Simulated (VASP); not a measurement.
# Zr (Pm-3m) in VASP: a series of runs, part 3 of 3

VASP 6.6.1. The steps go on from the part before.

**5. Single point, PBE**

This run uses another cell than the first one, of 24.73 Å³/atom, 1.136 times its volume.

INCAR reads:

```
SYSTEM = Zr
ALGO = Normal
EDIFF = 1E-7
ENCUT = 520
GGA = PE
ISIF = 2
ISMEAR = -1
LASPH = .True.
LCHARG = .False.
LREAL = .False.
LWAVE = .False.
NBANDS = 12
NELM = 80
PREC = Accurate
SIGMA = 0.1
```

KPOINTS reads:

```
k-points
0
Gamma
  18 18 18
  0 0 0
```

POSCAR reads:

```
Zr
1.0
    2.9134844215      0.0000000000      0.0000000000
    0.0000000000      2.9134844215      0.0000000000
    0.0000000000      0.0000000000      2.9134844215
Zr
1
Direct
    0.0000000000      0.0000000000      0.0000000000
```

Potentials or basis: VASP PAW PBE potentials, release 64 (Zr_sv).

Run with:

```bash
cat potpaw_PBE.64/Zr_sv/POTCAR > POTCAR
mpirun -np 1 vasp_std > vasp.out
```

OUTCAR:

```text
SYSTEM = Zr
   EDIFF = 1E-7
   ENCUT = 520
   GGA = PE
   ISIF = 2
   ISMEAR = -1
   LASPH = .True.
   LREAL = .False.
   NELM = 80
   PREC = Accurate

 ion  position               nearest neighbor table
   1  0.000  0.000  0.000-

  LATTYP: Found a simple cubic cell.
 ALAT       =     2.9134844215

  Lattice vectors:

 A1 = (   2.9134844215,   0.0000000000,   0.0000000000)
 A2 = (   0.0000000000,   2.9134844215,   0.0000000000)
 A3 = (   0.0000000000,   0.0000000000,   2.9134844215)

Analysis of symmetry for initial positions (statically):
=====================================================================
 Subroutine PRICEL returns:
 Original cell was already a primitive cell.

 Routine SETGRP: Setting up the symmetry group for a
 simple cubic supercell.

 Subroutine GETGRP returns: Found 48 space group operations
 (whereof 48 operations were pure point group operations)
 out of a pool of 48 trial point group operations.

The static configuration has the point symmetry O_h .

Analysis of symmetry for dynamics (positions and initial velocities):
=====================================================================
 Subroutine PRICEL returns:
 Original cell was already a primitive cell.

 Routine SETGRP: Setting up the symmetry group for a
 simple cubic supercell.

 Subroutine GETGRP returns: Found 48 space group operations
 (whereof 48 operations were pure point group operations)
 out of a pool of 48 trial point group operations.

The dynamic configuration has the point symmetry O_h .

 Subroutine INISYM returns: Found 48 space group operations
 (whereof 48 operations are pure point group operations),
 and found     1 'primitive' translations

----------------------------------------------------------------------------------------

                                     Primitive cell

  volume of cell :      24.7308

  direct lattice vectors                    reciprocal lattice vectors
     2.913484422  0.000000000  0.000000000     0.343231628  0.000000000  0.000000000
     0.000000000  2.913484422  0.000000000     0.000000000  0.343231628  0.000000000
     0.000000000  0.000000000  2.913484422     0.000000000  0.000000000  0.343231628

  length of vectors
     2.913484422  2.913484422  2.913484422     0.343231628  0.343231628  0.343231628

  position of ions in fractional coordinates (direct lattice)
     0.000000000  0.000000000  0.000000000

  ion indices of the primitive-cell ions
   primitive index   ion index
                 1           1

----------------------------------------------------------------------------------------

 KPOINTS: k-points

Automatic generation of k-mesh.
 Grid dimensions read from file:
 generate k-points for:   18   18   18

 Generating k-lattice:

  Cartesian coordinates                     Fractional coordinates (reciprocal lattice)
     0.019068424  0.000000000  0.000000000     0.055555556  0.000000000  0.000000000
     0.000000000  0.019068424  0.000000000     0.000000000  0.055555556  0.000000000
     0.000000000  0.000000000  0.019068424     0.000000000  0.000000000  0.055555556

  Length of vectors
     0.019068424  0.019068424  0.019068424

  Shift w.r.t. Gamma in fractional coordinates (k-lattice)
     0.000000000  0.000000000  0.000000000

 Subroutine IBZKPT returns following result:
 ===========================================

 Found    220 irreducible k-points:

 Following reciprocal coordinates:
            Coordinates               Weight
  0.000000  0.000000  0.000000      1.000000
  0.055556  0.000000  0.000000      6.000000
  0.111111  0.000000  0.000000      6.000000
  0.166667  0.000000  0.000000      6.000000
  0.222222  0.000000  0.000000      6.000000
  0.277778  0.000000  0.000000      6.000000
[... 16 lines left out ...]
  0.277778  0.111111  0.000000     24.000000
  0.333333  0.111111  0.000000     24.000000
 [... further k-points ...]
   k-points           NKPTS =    220   k-points in BZ     NKDIM =    220   number of bands    NBANDS=     12
   number of dos      NEDOS =    301   number of ions     NIONS =      1
   total plane-waves  NPLWV =  13824
   dimension x,y,z NGX =    24 NGY =   24 NGZ =   24
   dimension x,y,z NGXF=    48 NGYF=   48 NGZF=   48
   ions per type =               1
   NGX,Y,Z   is equivalent  to a cutoff of  13.69, 13.69, 13.69 a.u.
   NGXF,Y,Z  is equivalent  to a cutoff of  27.39, 27.39, 27.39 a.u.
 SYSTEM =  Zr
   PREC   = accura    normal or accurate (medium, high low for compatibility)
   ISTART =      0    job   : 0-new  1-cont  2-samecut
   ICHARG =      2    charge: 1-file 2-atom 10-const
   ISPIN  =      1    spin polarized calculation?
   LNONCOLLINEAR =      F non collinear calculations
   LSORBIT =      F    spin-orbit coupling
   LASPH  =      T    aspherical Exc in radial PAW
   ENCUT  =  520.0 eV  38.22 Ry    6.18 a.u.   5.42  5.42  5.42*2*pi/ulx,y,z
   NELM   =     80;   NELMIN=  2; NELMDL= -5     # of ELM steps
   EDIFF  = 0.1E-06   stopping-criterion for ELM
   LREAL  =      F    real-space projection
   EDIFFG = 0.1E-05   stopping-criterion for IOM
   NSW    =      0    number of steps for IOM
   IBRION =     -1    ionic relax: 0-MD 1-quasi-New 2-CG
   NFREE  =      0    steps in history (QN), initial steepest desc. (CG)
   ISIF   =      2    stress and relaxation
   ISYM   =      2    0-nonsym 1-usesym 2-fastsym
   POTIM  = 0.5000    time-step for ionic-motion
   TEBEG  =    0.0;   TEEND  =   0.0 temperature during run
   PSTRESS=    0.0 pullay stress
   NELECT =      12.0000    total number of electrons
   NUPDOWN=      -1.0000    fix difference up-down
   EMIN   =  10.00;   EMAX   =-10.00  energy-range for DOS
   EFERMI =   0.00;   METHOD = LEGACY
   ISMEAR =    -1;   SIGMA  =   0.10  broadening in eV -4-tet -1-fermi 0-gaus
   EFERMI_NEDOS =   21; number of points for ismear=-14 and -15
   IALGO  =     38    algorithm
   IMIX   =      4    mixing-type and parameters
     AMIX     =   0.40;   BMIX     =  1.00
     AMIX_MAG =   1.60;   BMIX_MAG =  1.00
  volume/ion in A,a.u.               =      24.73       166.89
  Fermi-wavevector in a.u.,A,eV,Ry     =   1.286439  2.431017 22.516627  1.654925
  Thomas-Fermi vector in A             =   2.418513
   LORBIT       =      0    0 simple, 1 ext, 2 COOP (PROOUT), +10 PAW based schemes
   GGA     = PE    functional components
   LHFCALC =     F    Hartree Fock is set to
   AEXX    =    0.0000 exact exchange contribution
   IVDW    =     0    specifies the selected vdW correction
   LEPSILON=     F    determine dielectric tensor
   LRPA    =     F    only Hartree local field effects (RPA)
 non-spin polarized calculation
  energy-cutoff  :      520.00
  volume of cell :       24.73
 maximum number of plane-waves:       691
 NGX is ok and might be reduce to    24
   NGX = 11   NGY = 11   NGZ = 11

 number of electron      12.0000000 magnetization

 Free energy of the ion-electron system (eV)
  ---------------------------------------------------
  ext. energy  EPLUGINS =         0.00000000
  ---------------------------------------------------
  free energy    TOTEN  =        -7.67073001 eV

  energy without entropy =       -7.61261523  energy(sigma->0) =       -7.64167262

 E-fermi :   8.0105     XC(G=0): -10.7075

 val. band max:        7.9951030858   @ k =   0.2778   0.0556   0.0000
 cond. band min:       8.0114101101   @ k =   0.2778   0.0556   0.0556
 fundamental gap:      0.0163070243
 Fermi energy:         8.0104651846

 k-point     1 :       0.0000    0.0000    0.0000
  band No.  band energies     occupation
      1     -40.6316      2.00000
      2     -18.0602      2.00000
      3     -18.0602      2.00000
      4     -18.0602      2.00000
      5       2.9748      2.00000
      6       6.3420      2.00000
      7       6.3420      2.00000
      8      13.5655      0.00000
      9      13.5655      0.00000
     10      13.5655      0.00000
     11      20.7958      0.00000
     12      20.7958      0.00000

 k-point     2 :       0.0556    0.0000    0.0000
  band No.  band energies     occupation
      1     -40.6274      2.00000
      2     -18.0992      2.00000
      3     -18.0569      2.00000
      4     -18.0569      2.00000
      5       3.0532      2.00000
      6       6.3642      2.00000
      7       6.4234      2.00000
      8      13.4252      0.00000
      9      13.4252      0.00000
     10      13.5746      0.00000
     11      20.3986      0.00000
     12      20.9767      0.00000
[... 316 lines left out ...]
 k-point    24 :       0.3333    0.1111    0.0000
  band No.  band energies     occupation
      1     -40.5100      2.00000
      2     -18.9539      2.00000
      3     -18.1211      2.00000
      4     -17.9657      2.00000
      5       5.2832      2.00000
      6       7.1993      1.99940
      7       8.2515      0.16473
      8      10.9023      0.00000
      9      11.1785      0.00000
     10      13.3665      0.00000
     11      16.9397      0.00000
     12      21.4326      0.00000

 [... further k-points ...]
[... 5 lines left out ...]
  --------------------------------------------------------------------------------------
  -------------------------------------------------------------------------------------
  Total        0.0358736      0.0358736      0.0358736     -0.0000000     -0.0000000      0.0000000
  in kB        2.3240576      2.3240576      2.3240576     -0.0000000     -0.0000000      0.0000000
  external PRESSURE =       2.3240576 kB  Pullay stress =       0.0000000 kB

 VOLUME and BASIS-vectors are now :
 -----------------------------------------------------------------------------
  energy-cutoff  :      520.00
  volume of cell :       24.73
      direct lattice vectors                 reciprocal lattice vectors
     2.913484422  0.000000000  0.000000000     0.343231628  0.000000000  0.000000000
     0.000000000  2.913484422  0.000000000     0.000000000  0.343231628  0.000000000
     0.000000000  0.000000000  2.913484422     0.000000000  0.000000000  0.343231628

 POSITION                                       TOTAL-FORCE (eV/Angst)
 -----------------------------------------------------------------------------------
      0.00000      0.00000      0.00000         0.000000      0.000000      0.000000
 -----------------------------------------------------------------------------------
    total drift:                                0.000000      0.000000      0.000000

  FREE ENERGIE OF THE ION-ELECTRON SYSTEM (eV)
  ---------------------------------------------------
  free  energy   TOTEN  =        -7.6707300070 eV

  energy  without entropy=       -7.6126152277  energy(sigma->0) =       -7.64167262
```

OSZICAR:

```text
N       E                     dE             d eps       ncg     rms          rms(c)
DAV:   1     0.877990666749E+02    0.87799E+02   -0.68290E+03  5288   0.989E+02
DAV:   2    -0.467528669556E+01   -0.92474E+02   -0.89542E+02  6092   0.267E+02
DAV:   3    -0.782465368551E+01   -0.31494E+01   -0.30611E+01  7900   0.411E+01
DAV:   4    -0.789123669219E+01   -0.66583E-01   -0.66301E-01  6228   0.575E+00
DAV:   5    -0.789261338378E+01   -0.13767E-02   -0.13766E-02  7708   0.614E-01    0.984E+00
DAV:   6    -0.768497773393E+01    0.20764E+00   -0.31563E-01  5712   0.490E+00    0.413E+00
DAV:   7    -0.766607648544E+01    0.18901E-01   -0.13116E-01  6784   0.301E+00    0.776E-01
DAV:   8    -0.767078805876E+01   -0.47116E-02   -0.11537E-02  6448   0.122E+00    0.779E-02
DAV:   9    -0.767074215707E+01    0.45902E-04   -0.36810E-04  6432   0.172E-01    0.206E-02
DAV:  10    -0.767073175404E+01    0.10403E-04   -0.13722E-05  6484   0.369E-02    0.585E-03
DAV:  11    -0.767073009277E+01    0.16613E-05   -0.12184E-06  7976   0.714E-03    0.199E-03
DAV:  12    -0.767072999273E+01    0.10004E-06   -0.34443E-08  3560   0.199E-03    0.426E-04
DAV:  13    -0.767073000704E+01   -0.14303E-07   -0.10404E-08  3136   0.835E-04
   1 F= -.76707300E+01 E0= -.76416726E+01  d E =-.581148E-01
```

Wall time 20 s (1 thread of Intel Xeon 6975P-C, shared host); peak memory 0.18 GiB.

What came out:

```yaml
Free_energy: -7.6707 eV
Pressure: 0.2 GPa
Band_gap_on_the_k_mesh: zero (band 6 reaches 9.01 eV, above the bottom of band 7 at 6.34 eV)
```

Levels at points of the mesh, in eV from the Fermi level:
```
           k point  band 3  band 4  band 5  band 6  band 7  band 8  band 9  band 10
(0.00, 0.00, 0.00)  -26.07  -26.07   -5.04   -1.67   -1.67    5.56    5.56     5.56
(0.50, 0.00, 0.00)  -25.96  -25.96   -2.02   -0.83    0.39    2.53    2.53     5.87
(0.50, 0.50, 0.00)  -27.09  -25.86   -2.99   -0.29    3.18    3.18    4.94     4.94
(0.50, 0.50, 0.50)  -26.93  -26.93   -1.50   -1.50   -1.50    6.55    7.71     7.71
```

**6. Single point, PBE**

This run uses another cell than the first one, of 24.73 Å³/atom, 1.136 times its volume.

INCAR reads:

```
PREC = Accurate
ENCUT = 520
EDIFF = 1E-6
ISMEAR = -1
SIGMA = 0.1
LREAL = F
LASPH = T
NELM = 60
ALGO = Normal
ISIF = 2
LWAVE = F
LCHARG = F
GGA = PE
NBANDS = 12
```

KPOINTS reads:

```
regular mesh
0
Gamma
  18 18 18
```

POSCAR is that of step 5.

Potentials or basis: VASP PAW PBE potentials, release 64 (Zr_sv).

Run with:

```bash
cat potpaw_PBE.64/Zr_sv/POTCAR > POTCAR
mpirun -np 1 vasp_std > vasp.out
```

Run time: 26 s. Hardware: 1 thread of Intel Xeon 6975P-C, shared host; peak memory 0.18 GiB.

The run converged. Its results:

```yaml
Free_energy: -7.6707 eV
Pressure: 0.2 GPa
Band_gap_on_the_k_mesh: zero (band 6 reaches 9.01 eV, above the bottom of band 7 at 6.34 eV)
```

Levels at points of the mesh, in eV from the Fermi level:
```
           k point  band 2  band 3  band 4  band 5  band 6  band 7  band 8  band 9  band 10  band 11
(0.00, 0.00, 0.00)  -26.07  -26.07  -26.07   -5.04   -1.67   -1.67    5.55    5.55     5.55    12.79
(0.50, 0.00, 0.00)  -27.26  -25.96  -25.96   -2.02   -0.83    0.39    2.53    2.53     5.87     9.17
(0.50, 0.50, 0.00)  -27.09  -27.09  -25.86   -2.99   -0.29    3.18    3.18    4.94     4.94     7.49
(0.50, 0.50, 0.50)  -26.93  -26.93  -26.93   -1.50   -1.50   -1.50    6.55    7.71     7.71    10.55
```

**7. Overview**

```tsv
cell	gap on the mesh (eV)	pressure (GPa)
a = 2.792 Å, 1 atom	none	11.3
a = 2.834 Å, 1 atom	none	6.9
a = 2.874 Å, 1 atom	none	3.3
a = 2.913 Å, 1 atom	none	0.2
```

Alike in all rows: task single point; level PBE; potentials or basis VASP PAW PBE potentials, release 64 (Zr_sv); no spin polarisation; k mesh 18 × 18 × 18; cutoff (eV) 520; smearing fermi-dirac 0.1 eV.

Total energies depend on the potentials used, so only differences within one code and one set of settings carry meaning.
